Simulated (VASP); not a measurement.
## Hg3BiP: vibrations by perturbation theory with LDA

Crystal: Hg3BiP.

```
CELL_PARAMETERS angstrom
6.28100 0.00000 0.00000
0.00000 6.28100 0.00000
0.00000 0.00000 6.28100
ATOMIC_POSITIONS crystal
P 0.00000 0.00000 0.00000
Bi 0.50000 0.50000 0.50000
Hg 0.50000 0.50000 0.00000
Hg 0.50000 0.00000 0.50000
Hg 0.00000 0.50000 0.50000
```

```json
{
 "Program": "VASP 6.6.1",
 "Task": "vibrations by perturbation theory",
 "Functional": "LDA",
 "Potentials or basis": "VASP PAW LDA potentials, release 64 (P, Bi_d, Hg)",
 "Cutoff": "500 eV",
 "k mesh": "6 × 6 × 6",
 "Occupations": "fermi-dirac, width 0.15 eV",
 "Spin": "no spin polarisation",
 "Dipole correction": "no",
 "Further INCAR settings": "ALGO = Normal; EDIFF = 1e-08; IBRION = 8; NSW = 1"
}
```

```
Highest phonon frequency at Γ : 77 cm⁻¹
Most unstable mode            : 79i cm⁻¹
```

Phonon frequencies in cm⁻¹ (negative: imaginary):
| q point | frequencies |
| --- | --- |
| (0.000, 0.000, 0.000) | -79 -79 -79 0 0 0 9 9 9 29 29 29 77 77 77 |

Run time: 10 min on 4 MPI ranks on Intel(R) Xeon(R) Platinum 8488C (Sapphire Rapids), on a shared host, peak memory 1.1 GiB a rank.

Caveat: the cell stands under pressure or tension, which shifts response properties; some modes are imaginary.
